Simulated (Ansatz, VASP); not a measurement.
## NaF: VASP beside Ansatz

```
Na F
1.0
     0.00000    2.25360    2.25360
     2.25360    0.00000    2.25360
     2.25360    2.25360    0.00000
Na F
1 1
Direct
  0.00000 0.00000 0.00000
  0.50000 0.50000 0.50000
```

Change from the starting cell: strain -0.030 along x and y, -0.030 along z, atoms carried along.

Alike in both runs: task single point; functional PBEsol; k mesh 8 × 8 × 8; occupations gaussian, width 0.05 eV; no spin polarisation.

|  | VASP | Ansatz |
| --- | --- | --- |
| version | VASP 6.6.1 | Ansatz 0.2.0 |
| potentials or method | VASP PAW PBE potentials, release 64 (Na_pv, F), cutoff 520 eV | scalar-relativistic, plane waves, PAW |
| valence electrons in the cell | 14 | 16 |

Ansatz gave:

- gap on the k mesh at the Fermi level (eV): 6.64
- least direct gap on the mesh (eV): 6.64
- pressure (GPa): 4.7

Problem. Estimate VASP's values.

Solution. gap on the k mesh at the Fermi level (eV): 6.62; least direct gap on the mesh (eV): 6.62; pressure (GPa): 4.7.

VASP's potentials were made for PBE, not for PBEsol. The functional is the same, so the differences come from potentials, cutoffs and numerics. VASP's potentials hold 14 valence electrons a cell and Ansatz's 16, so a difference there can come from the potentials and not from the codes.
